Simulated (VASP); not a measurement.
Write the native input for VASP 6.6.1 that does the following.

* Task: single point
* Functional: PBE
* Potentials or basis: VASP PAW PBE potentials, release 64 (Al)
* Cutoff: 500 eV
* k mesh: 10 × 10 × 10
* Occupations: fermi-dirac, width 0.05 eV
* Spin: no spin polarisation
* Dipole correction: no
* Further INCAR settings: ALGO = Normal; EDIFF = 1e-06; NBANDS = 8

The structure of Al lies in POSCAR:

```
Al
1.0
    2.7575767389      0.0000000000      0.0000000000
    0.0000000000      2.7575767389      0.0000000000
    0.0000000000      0.0000000000      2.7575767389
Al
1
Direct
    0.0000000000      0.0000000000      0.0000000000
```

The input as run:

INCAR

```
SYSTEM = Al
PREC = Accurate
ENCUT = 500
EDIFF = 1E-6
ISMEAR = -1
SIGMA = 0.05
LREAL = .FALSE.
LASPH = .TRUE.
NELM = 120
ALGO = Normal
ISIF = 2
LWAVE = .FALSE.
LCHARG = .FALSE.
GGA = PE
NBANDS = 8
GGA_COMPAT = .FALSE.
```

KPOINTS

```
Automatic mesh
0
G
  10 10 10
  0 0 0
```

Potentials or basis: VASP PAW PBE potentials, release 64 (Al).

The run is started by

```sh
$ cat potpaw_PBE.64/Al/POTCAR > POTCAR
$ mpirun -np 1 vasp_std > vasp.out
```

It gave:

The pressure is -1.8 GPa.

Run time: 4.5 s on 1 thread of Intel Xeon 6975P-C, with other jobs on the host, peak memory 0.12 GiB.
